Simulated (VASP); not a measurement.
# MgO (Fm-3m) in VASP: settings compared

MgO is run at these levels: HSE06, PBE0; tasks: single point.

All numbers are computed with VASP 6.6.1; they aren't measurements. Logs are shortened: lines on timing, memory, paths and dates and some standing lists are left out, and cuts for length are marked.

**What was measured.**

“Electronic structure of alkaline earth and post-transition metal oxides”, 2009, arxiv:0908.1581 quotes, for a bulk crystal of MgO: band gap 7.83 eV.

How close the calculation comes is told below.

## (1) The cell of the first run

Symmetry: Fm-3m, No. 225, cubic system. Conventional cell: a = 4.204 Å, b = 4.204 Å, c = 4.204 Å, α = 90.00°, β = 90.00°, γ = 90.00°. Within 2.8 Å of Mg (site symmetry m-3m) lie 6 O at 2.10 Å. O (site symmetry m-3m) has 6 Mg at 2.10 Å within 2.8 Å.

## (2) Single point, HSE06

The input, POSCAR:

```
MgO
1.0
    0.0000000000      2.1021680206      2.1021680206
    2.1021680206      0.0000000000      2.1021680206
    2.1021680206      2.1021680206      0.0000000000
Mg O
1 1
Direct
    0.0000000000      0.0000000000      0.0000000000
    0.5000000000      0.5000000000      0.5000000000
```

The input, INCAR.step1:

```
SYSTEM = MgO
PREC     = Accurate       ! precision mode
ENCUT    = 520            ! plane-wave cutoff, eV
EDIFF    = 1E-5           ! SCF threshold, eV
ISMEAR   = 0              ! smearing method
SIGMA    = 0.01           ! smearing width, eV
LREAL    = .FALSE.        ! projectors in reciprocal space
LASPH    = .TRUE.         ! aspherical terms in the spheres
NELM     = 60             ! most SCF steps
ALGO     = Normal         ! electronic algorithm
ISIF     = 2              ! what is computed and relaxed
LWAVE    = .TRUE.         ! write WAVECAR
LCHARG   = .FALSE.        ! write CHGCAR
NBANDS   = 11             ! bands
GGA      = PE             ! functional
```

The input, INCAR.step2:

```
SYSTEM = MgO
PREC     = Accurate       ! precision mode
ENCUT    = 520            ! plane-wave cutoff, eV
EDIFF    = 1E-6           ! SCF threshold, eV
ISMEAR   = 0              ! smearing method
SIGMA    = 0.01           ! smearing width, eV
LREAL    = .FALSE.        ! projectors in reciprocal space
LASPH    = .TRUE.         ! aspherical terms in the spheres
NELM     = 60             ! most SCF steps
ALGO     = Normal         ! electronic algorithm
ISIF     = 2              ! what is computed and relaxed
LWAVE    = .FALSE.        ! write WAVECAR
LCHARG   = .FALSE.        ! write CHGCAR
GGA      = PE             ! functional
LHFCALC  = .TRUE.         ! exact exchange
HFSCREEN = 0.2079         ! screening, 1/A
PRECFOCK = Normal       
NBANDS   = 11             ! bands
ISTART   = 1
```

The input, KPOINTS:

```
regular mesh
0
G
  8 8 8
  0 0 0
```

Potentials or basis: VASP PAW PBE potentials, release 64 (Mg, O).

The run is started by

```bash
> cat potpaw_PBE.64/Mg/POTCAR potpaw_PBE.64/O/POTCAR > POTCAR
> cp INCAR.step1 INCAR
> mpirun -np 1 vasp_std > vasp.out
> cp INCAR.step2 INCAR
> mpirun -np 1 vasp_std > vasp.out
```

OUTCAR:

```text
SYSTEM = MgO
   PREC = Accurate
   ENCUT = 520
   EDIFF = 1E-6
   ISMEAR = 0
   LREAL = .FALSE.
   LASPH = .TRUE.
   NELM = 60
   ISIF = 2
   GGA = PE
   LHFCALC = .TRUE.
   HFSCREEN = 0.2079
   PRECFOCK = Normal
   ISTART = 1

 ion  position               nearest neighbor table
   1  0.000  0.000  0.000-   2 2.10   2 2.10   2 2.10   2 2.10   2 2.10   2 2.10
   2  0.500  0.500  0.500-   1 2.10   1 2.10   1 2.10   1 2.10   1 2.10   1 2.10

  LATTYP: Found a face centered cubic cell.
 ALAT       =     4.2043360412

  Lattice vectors:

 A1 = (   0.0000000000,   2.1021680206,   2.1021680206)
 A2 = (   2.1021680206,   0.0000000000,   2.1021680206)
 A3 = (   2.1021680206,   2.1021680206,   0.0000000000)

Analysis of symmetry for initial positions (statically):
=====================================================================
 Subroutine PRICEL returns:
 Original cell was already a primitive cell.

 Routine SETGRP: Setting up the symmetry group for a
 face centered cubic supercell.

 Subroutine GETGRP returns: Found 48 space group operations
 (whereof 48 operations were pure point group operations)
 out of a pool of 48 trial point group operations.

The static configuration has the point symmetry O_h .

Analysis of symmetry for dynamics (positions and initial velocities):
=====================================================================
 Subroutine PRICEL returns:
 Original cell was already a primitive cell.

 Routine SETGRP: Setting up the symmetry group for a
 face centered cubic supercell.

 Subroutine GETGRP returns: Found 48 space group operations
 (whereof 48 operations were pure point group operations)
 out of a pool of 48 trial point group operations.

The dynamic configuration has the point symmetry O_h .

 Subroutine INISYM returns: Found 48 space group operations
 (whereof 48 operations are pure point group operations),
 and found     1 'primitive' translations

----------------------------------------------------------------------------------------

                                     Primitive cell

  volume of cell :      18.5794

  direct lattice vectors                    reciprocal lattice vectors
     0.000000000  2.102168021  2.102168021    -0.237849684  0.237849684  0.237849684
     2.102168021  0.000000000  2.102168021     0.237849684 -0.237849684  0.237849684
     2.102168021  2.102168021  0.000000000     0.237849684  0.237849684 -0.237849684

  length of vectors
     2.972914525  2.972914525  2.972914525     0.411967738  0.411967738  0.411967738

  position of ions in fractional coordinates (direct lattice)
     0.000000000  0.000000000  0.000000000
     0.500000000  0.500000000  0.500000000

  ion indices of the primitive-cell ions
   primitive index   ion index
                 1           1
                 2           2

----------------------------------------------------------------------------------------

 KPOINTS: regular mesh

Automatic generation of k-mesh.
 Grid dimensions read from file:
 generate k-points for:    8    8    8

 Generating k-lattice:

  Cartesian coordinates                     Fractional coordinates (reciprocal lattice)
    -0.029731211  0.029731211  0.029731211     0.125000000  0.000000000  0.000000000
     0.029731211 -0.029731211  0.029731211     0.000000000  0.125000000  0.000000000
     0.029731211  0.029731211 -0.029731211     0.000000000  0.000000000  0.125000000

  Length of vectors
     0.051495967  0.051495967  0.051495967

  Shift w.r.t. Gamma in fractional coordinates (k-lattice)
     0.000000000  0.000000000  0.000000000

 Subroutine IBZKPT returns following result:
 ===========================================

 Found     29 irreducible k-points:

 Following reciprocal coordinates:
            Coordinates               Weight
  0.000000  0.000000  0.000000      1.000000
  0.125000  0.000000  0.000000      8.000000
  0.250000  0.000000  0.000000      8.000000
  0.375000  0.000000  0.000000      8.000000
  0.500000  0.000000  0.000000      4.000000
  0.125000  0.125000  0.000000      6.000000
[... 16 lines left out ...]
  0.500000  0.250000  0.125000     48.000000
 -0.375000  0.250000  0.125000     24.000000
 [... further k-points ...]
   k-points           NKPTS =     29   k-points in BZ     NKDIM =    512   number of bands    NBANDS=     11
   number of dos      NEDOS =    301   number of ions     NIONS =      2
   total plane-waves  NPLWV =  13824
   dimension x,y,z NGX =    24 NGY =   24 NGZ =   24
   dimension x,y,z NGXF=    48 NGYF=   48 NGZF=   48
   ions per type =               1   1
   NGX,Y,Z   is equivalent  to a cutoff of  13.42, 13.42, 13.42 a.u.
   NGXF,Y,Z  is equivalent  to a cutoff of  26.84, 26.84, 26.84 a.u.
 SYSTEM =  MgO
   PREC   = accura    normal or accurate (medium, high low for compatibility)
   ISTART =      1    job   : 0-new  1-cont  2-samecut
   ICHARG =      0    charge: 1-file 2-atom 10-const
   ISPIN  =      1    spin polarized calculation?
   LNONCOLLINEAR =      F non collinear calculations
   LSORBIT =      F    spin-orbit coupling
   LASPH  =      T    aspherical Exc in radial PAW
   ENCUT  =  520.0 eV  38.22 Ry    6.18 a.u.   5.53  5.53  5.53*2*pi/ulx,y,z
   NELM   =     60;   NELMIN=  2; NELMDL=  0     # of ELM steps
   EDIFF  = 0.1E-05   stopping-criterion for ELM
   LREAL  =      F    real-space projection
   EDIFFG = 0.1E-04   stopping-criterion for IOM
   NSW    =      0    number of steps for IOM
   IBRION =     -1    ionic relax: 0-MD 1-quasi-New 2-CG
   NFREE  =      0    steps in history (QN), initial steepest desc. (CG)
   ISIF   =      2    stress and relaxation
   ISYM   =      3    0-nonsym 1-usesym 2-fastsym
   POTIM  = 0.5000    time-step for ionic-motion
   TEBEG  =    0.0;   TEEND  =   0.0 temperature during run
   PSTRESS=    0.0 pullay stress
   NELECT =       8.0000    total number of electrons
   NUPDOWN=      -1.0000    fix difference up-down
   EMIN   =  10.00;   EMAX   =-10.00  energy-range for DOS
   EFERMI =   0.00;   METHOD = LEGACY
   ISMEAR =     0;   SIGMA  =   0.01  broadening in eV -4-tet -1-fermi 0-gaus
   EFERMI_NEDOS =   21; number of points for ismear=-14 and -15
   IALGO  =     38    algorithm
   IMIX   =      1    mixing-type and parameters
     AMIX     =   0.40;   BMIX     =  1.00
     AMIX_MAG =   1.60;   BMIX_MAG =  1.00
  volume/ion in A,a.u.               =       9.29        62.69
  Fermi-wavevector in a.u.,A,eV,Ry     =   1.236215  2.336108 20.792804  1.528228
  Thomas-Fermi vector in A             =   2.370833
   LORBIT       =      0    0 simple, 1 ext, 2 COOP (PROOUT), +10 PAW based schemes
   GGA     = PE    functional components
   LHFCALC =     T    Hartree Fock is set to
   PRECFOCK=normal    Normal, Fast or Accurate (Low or Medium for compatibility)
   ENCUT4O =  -1.0   cutoff for four orbital integrals eV
   NKREDX  =     1    reduce k-point grid by
   NKREDY  =     1    reduce k-point grid by
   NKREDZ  =     1    reduce k-point grid by
   AEXX    =    0.2500 exact exchange contribution
   HFSCREEN=    0.2079 screening length (either q_TF or 0.3 A-1)
   HFSCREENC=   0.2079 screening length for correlation (either q_TF or 0.3 A-1)
   ENCUTFOCK=  -1.0 apply spherical cutoff to Coloumb kernel
   IVDW    =     0    specifies the selected vdW correction
   LEPSILON=     F    determine dielectric tensor
   LRPA    =     F    only Hartree local field effects (RPA)
 non-spin polarized calculation
 Gauss-broadening in eV      SIGMA  =   0.01
  energy-cutoff  :      520.00
  volume of cell :       18.58
 maximum number of plane-waves:       531
 NGX is ok and might be reduce to    24
  NGX = 18; NGY = 18; NGZ = 18

 number of electron       8.0000004 magnetization

 Free energy of the ion-electron system (eV)
  ---------------------------------------------------
  ext. energy  EPLUGINS =         0.00000000
  ---------------------------------------------------
  free energy    TOTEN  =       -14.21023072 eV

  energy without entropy =      -14.21023072  energy(sigma->0) =      -14.21023072

 E-fermi :   2.0605     XC(G=0):  -9.1175

 val. band max:        1.9803146468   @ k =   0.0000   0.0000   0.0000
 cond. band min:       8.4761437128   @ k =   0.0000   0.0000   0.0000
 fundamental gap:      6.4958290660
 Fermi energy:         2.0604965422

 k-point     1 :       0.0000    0.0000    0.0000
  band No.  band energies     occupation
      1     -16.8722      2.00000
      2       1.9803      2.00000
      3       1.9803      2.00000
      4       1.9803      2.00000
      5       8.4761      0.00000
      6      19.7648      0.00000
      7      19.7648      0.00000
      8      19.7648      0.00000
      9      23.7081      0.00000
     10      25.6478      0.00000
     11      25.6478      0.00000

 k-point     2 :       0.1250    0.0000    0.0000
  band No.  band energies     occupation
      1     -16.6987      2.00000
      2       1.0012      2.00000
      3       1.8670      2.00000
      4       1.8670      2.00000
      5       9.4074      0.00000
      6      18.0591      0.00000
      7      20.1489      0.00000
      8      20.1489      0.00000
      9      24.6890      0.00000
     10      24.6890      0.00000
     11      26.0006      0.00000

 k-point     3 :       0.2500    0.0000    0.0000
  band No.  band energies     occupation
      1     -16.2488      2.00000
      2      -0.8354      2.00000
      3       1.6057      2.00000
      4       1.6057      2.00000
      5      10.9273      0.00000
      6      16.5698      0.00000
      7      20.6915      0.00000
      8      20.6915      0.00000
      9      24.3085      0.00000
     10      24.3085      0.00000
     11      26.2714      0.00000

 k-point     4 :       0.3750    0.0000    0.0000
  band No.  band energies     occupation
      1     -15.7426      2.00000
      2      -2.3739      2.00000
      3       1.3595      2.00000
      4       1.3595      2.00000
      5      11.6193      0.00000
      6      16.5678      0.00000
      7      20.5286      0.00000
      8      20.5286      0.00000
      9      25.4365      0.00000
     10      25.7188      0.00000
     11      25.7188      0.00000

 k-point     5 :       0.5000    0.0000    0.0000
  band No.  band energies     occupation
      1     -15.5116      2.00000
      2      -2.9744      2.00000
      3       1.2615      2.00000
      4       1.2615      2.00000
      5      11.6859      0.00000
      6      16.9081      0.00000
      7      20.3570      0.00000
      8      20.3570      0.00000
      9      25.1004      0.00000
     10      26.8640      0.00000
     11      26.8640      0.00000
[... 211 lines left out ...]
 k-point    21 :       0.5000    0.5000    0.0000
  band No.  band energies     occupation
      1     -15.2345      2.00000
      2      -2.4271      2.00000
      3       0.5028      2.00000
      4       0.5028      2.00000
      5      12.8392      0.00000
      6      13.8891      0.00000
      7      17.3992      0.00000
      8      23.4360      0.00000
      9      23.4360      0.00000
     10      29.8149      0.00000
     11      31.1675      0.00000

 k-point    22 :       0.3750    0.2500    0.1250
  band No.  band energies     occupation
      1     -15.9264      2.00000
      2      -1.2273      2.00000
      3       0.7341      2.00000
      4       1.3074      2.00000
      5      12.4429      0.00000
      6      15.3615      0.00000
      7      19.1642      0.00000
      8      21.7503      0.00000
      9      22.2536      0.00000
     10      26.6936      0.00000
     11      30.1625      0.00000

 k-point    23 :       0.5000    0.2500    0.1250
  band No.  band energies     occupation
      1     -15.5276      2.00000
      2      -1.9900      2.00000
      3       0.1197      2.00000
      4       1.0324      2.00000
      5      13.4400      0.00000
      6      15.6841      0.00000
      7      17.9762      0.00000
      8      21.3462      0.00000
      9      23.8980      0.00000
     10      26.7097      0.00000
     11      30.3303      0.00000

 k-point    24 :      -0.3750    0.2500    0.1250
  band No.  band energies     occupation
      1     -15.3506      2.00000
      2      -2.3145      2.00000
      3      -0.1008      2.00000
      4       0.9021      2.00000
      5      13.5720      0.00000
      6      16.3836      0.00000
      7      17.5274      0.00000
      8      21.0831      0.00000
      9      24.7260      0.00000
     10      26.4089      0.00000
     11      30.4571      0.00000

 [... further k-points ...]
[... 5 lines left out ...]
  --------------------------------------------------------------------------------------
  -------------------------------------------------------------------------------------
  Total       -0.0749444     -0.0749444     -0.0749444     -0.0000000      0.0000000      0.0000000
  in kB       -6.4627533     -6.4627533     -6.4627533     -0.0000000      0.0000000      0.0000000
  external PRESSURE =      -6.4627533 kB  Pullay stress =       0.0000000 kB

 VOLUME and BASIS-vectors are now :
 -----------------------------------------------------------------------------
  energy-cutoff  :      520.00
  volume of cell :       18.58
      direct lattice vectors                 reciprocal lattice vectors
     0.000000000  2.102168021  2.102168021    -0.237849684  0.237849684  0.237849684
     2.102168021  0.000000000  2.102168021     0.237849684 -0.237849684  0.237849684
     2.102168021  2.102168021  0.000000000     0.237849684  0.237849684 -0.237849684

 POSITION                                       TOTAL-FORCE (eV/Angst)
 -----------------------------------------------------------------------------------
      0.00000      0.00000      0.00000        -0.000000      0.000000      0.000000
      2.10217      2.10217      2.10217         0.000000     -0.000000     -0.000000
 -----------------------------------------------------------------------------------
    total drift:                                0.000161      0.000222      0.000222

  FREE ENERGIE OF THE ION-ELECTRON SYSTEM (eV)
  ---------------------------------------------------
  free  energy   TOTEN  =       -14.2102307167 eV

  energy  without entropy=      -14.2102307167  energy(sigma->0) =      -14.21023072
```

Wall time 38 min (1 thread of Oxide Virtual Turin-like, shared host); peak memory 0.23 GiB.

Results:

```
Free energy            : -14.2102 eV
Pressure               : -0.6 GPa
Band gap on the k mesh : 6.50 eV
```

Levels at points of the mesh, in eV from the valence-band top:
```csv
k point,band 2,band 3,band 4,band 5,band 6,band 7
"(0.00, 0.00, 0.00)",0.00,0.00,0.00,6.50,17.78,17.78
"(0.50, 0.00, 0.00)",-4.95,-0.72,-0.72,9.71,14.93,18.38
"(0.50, 0.50, 0.00)",-4.41,-1.48,-1.48,10.86,11.91,15.42
```

Caveat: the PAW data sets were made with another functional, which shifts forces and pressure a little.

## (3) Single point, PBE0

POSCAR is that of step 2.

The input, INCAR.step1:

```
PREC     = Accurate       # precision mode
ENCUT    = 520            # plane-wave cutoff, eV
EDIFF    = 1E-5           # SCF threshold, eV
ISMEAR   = 0              # smearing method
SIGMA    = 0.01           # smearing width, eV
LREAL    = False          # projectors in reciprocal space
LASPH    = True           # aspherical terms in the spheres
NELM     = 60             # most SCF steps
ALGO     = Normal         # electronic algorithm
ISIF     = 2              # what is computed and relaxed
LWAVE    = True           # write WAVECAR
LCHARG   = False          # write CHGCAR
NBANDS   = 11             # bands
GGA      = PE             # functional
```

The input, INCAR.step2:

```
PREC     = Accurate       # precision mode
ENCUT    = 520            # plane-wave cutoff, eV
EDIFF    = 1E-6           # SCF threshold, eV
ISMEAR   = 0              # smearing method
SIGMA    = 0.01           # smearing width, eV
LREAL    = False          # projectors in reciprocal space
LASPH    = True           # aspherical terms in the spheres
NELM     = 60             # most SCF steps
ALGO     = Normal         # electronic algorithm
ISIF     = 2              # what is computed and relaxed
LWAVE    = False          # write WAVECAR
LCHARG   = False          # write CHGCAR
GGA      = PE             # functional
LHFCALC  = True           # exact exchange
AEXX     = 0.25           # exact-exchange fraction
PRECFOCK = Normal       
NBANDS   = 11             # bands
ISTART   = 1
```

The input, KPOINTS:

```
Automatic mesh
0
Gamma
  8 8 8
```

Potentials or basis: VASP PAW PBE potentials, release 64 (Mg, O).

The run is started by

```bash
> cat potpaw_PBE.64/Mg/POTCAR potpaw_PBE.64/O/POTCAR > POTCAR
> cp INCAR.step1 INCAR
> mpirun -np 1 vasp_std > vasp.out
> cp INCAR.step2 INCAR
> mpirun -np 1 vasp_std > vasp.out
```

It took 37 min on 1 thread of Oxide Virtual Turin-like, shared host; peak memory 0.13 GiB.

Results (log left out):

```
Free energy            : -14.7876 eV
Pressure               : -0.6 GPa
Band gap on the k mesh : 7.24 eV
```

Levels at points of the mesh, in eV from the valence-band top:
| k point | band 1 | band 2 | band 3 | band 4 | band 5 | band 6 | band 7 | band 8 | band 9 |
| --- | --- | --- | --- | --- | --- | --- | --- | --- | --- |
| (0.00, 0.00, 0.00) | -18.88 | 0.00 | 0.00 | 0.00 | 7.24 | 18.57 | 18.57 | 18.57 | 22.48 |
| (0.50, 0.00, 0.00) | -17.51 | -4.99 | -0.73 | -0.73 | 10.47 | 15.72 | 19.17 | 19.17 | 23.90 |
| (0.50, 0.50, 0.00) | -17.23 | -4.44 | -1.49 | -1.49 | 11.62 | 12.69 | 16.20 | 22.25 | 22.25 |

Caveat: the PAW data sets were made with another functional, which shifts forces and pressure a little.

## (4) Against experiment

Step 2. Measured gap of MgO: 7.83 eV (quoted in “Electronic structure of alkaline earth and post-transition metal oxides”, 2009, arxiv:0908.1581). This calculation gives 6.50 eV (-1.33 eV). The value is that of HSE06, without temperature or zero-point motion.

Step 3. Measured gap of MgO: 7.83 eV (quoted in “Electronic structure of alkaline earth and post-transition metal oxides”, 2009, arxiv:0908.1581). This calculation gives 7.24 eV (-0.59 eV). The value is that of PBE0, without temperature or zero-point motion.
